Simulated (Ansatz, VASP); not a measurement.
**Pt: VASP beside Ansatz**

Contents of INCAR:

```
PREC = Accurate ; ENCUT = 520
EDIFF = 1E-6 ; ISMEAR = 0
SIGMA = 0.15 ; LREAL = F
LASPH = T ; NELM = 60
ALGO = Fast ; ISIF = 2
LWAVE = F ; LCHARG = T
GGA = PS ; LELF = T
LVHAR = T ; NBANDS = 11
```

The input KPOINTS:

```
Automatic mesh
0
Gamma
  20 20 20
```

Contents of POSCAR:

```
Pt
1.0
    0.0000000000      1.9089525000      2.0068475000
    1.9089525000      0.0000000000      2.0068475000
    1.9089525000      1.9089525000      0.0000000000
Pt
1
Direct
    0.0000000000      0.0000000000      0.0000000000
```

Input for Ansatz:

```yaml
crystal:
  lattice:
    - [0.0, 1.9089525, 2.0068475]
    - [1.9089525, 0.0, 2.0068475]
    - [1.9089525, 1.9089525, 0.0]
  atoms:
    - { symbol: Pt, position: [0.0, 0.0, 0.0] }
basis:
  ecutwfc: 420
kpoints:
  mp_grid: { grid: [20, 20, 20] }
hamiltonian:
  xc: pbesol
scf:
  occupations: { method: gaussian, width: 0.15 }
output:
  forces: true
  stress: true
  eigenvalues: true
  write_density: true
  write_potential: true
  elf: true
  volumetric_format: npy
```

Change from the starting cell: strain -0.025 along x and y, +0.025 along z, atoms carried along.

Alike in both runs: task single point; functional PBEsol; k mesh 20 × 20 × 20; occupations gaussian, width 0.15 eV; no spin polarisation.

|  | VASP | Ansatz |
| --- | --- | --- |
| version | VASP 6.6.1 | Ansatz 0.2.0 |
| potentials or method | VASP PAW PBE potentials, release 64 (Pt), cutoff 520 eV | scalar-relativistic, plane waves, PAW |
| valence electrons in the cell | 10 | 18 |

|  | VASP | Ansatz | Ansatz less VASP |
| --- | --- | --- | --- |
| gap on the k mesh at the Fermi level (eV) | none | none | - |
| pressure (GPa) | 8.6 | 9.0 | +0.39 |
| traceless stress, the component that is largest in VASP (GPa) | -4.63 | -4.65 | -0.019 |

VASP's potentials were made for PBE, not for PBEsol. A gap of «none» marks a metal or a gap that the smearing closes. The functional is the same, so the differences come from potentials, cutoffs and numerics. VASP's potentials hold 10 valence electrons a cell and Ansatz's 18, so a difference there can come from the potentials and not from the codes.

Neither program's run includes spin-orbit coupling.
